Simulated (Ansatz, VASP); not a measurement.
## Two plane-wave programs on AlN

```
CELL_PARAMETERS angstrom
3.14492 0.00000 0.00000
-1.57246 2.72358 0.00000
0.00000 0.00000 4.95351
ATOMIC_POSITIONS crystal
Al 0.33333 0.66667 0.99999
Al 0.66667 0.33333 0.49999
N 0.33333 0.66667 0.38201
N 0.66667 0.33333 0.88201
```

Change from the starting cell: strained cell.

Alike in both runs: task relaxation of the atoms; functional PBEsol; k mesh 9 × 9 × 4; occupations gaussian, width 0.02 eV; no spin polarisation.

```csv
,VASP,Ansatz
version,VASP 6.6.1,Ansatz 0.2.0
potentials or method,"VASP PAW PBE potentials, release 64 (Al, N), cutoff 520 eV","scalar-relativistic, plane waves, PAW"
valence electrons in the cell,16,16
```

```csv
,VASP,Ansatz,Ansatz less VASP
"gap on the k mesh at the Fermi level, each at its own relaxed structure (eV)",3.91,3.89,-0.015
```

VASP's potentials were made for PBE, not for PBEsol. Ansatz's warnings: stress scf threshold loose.
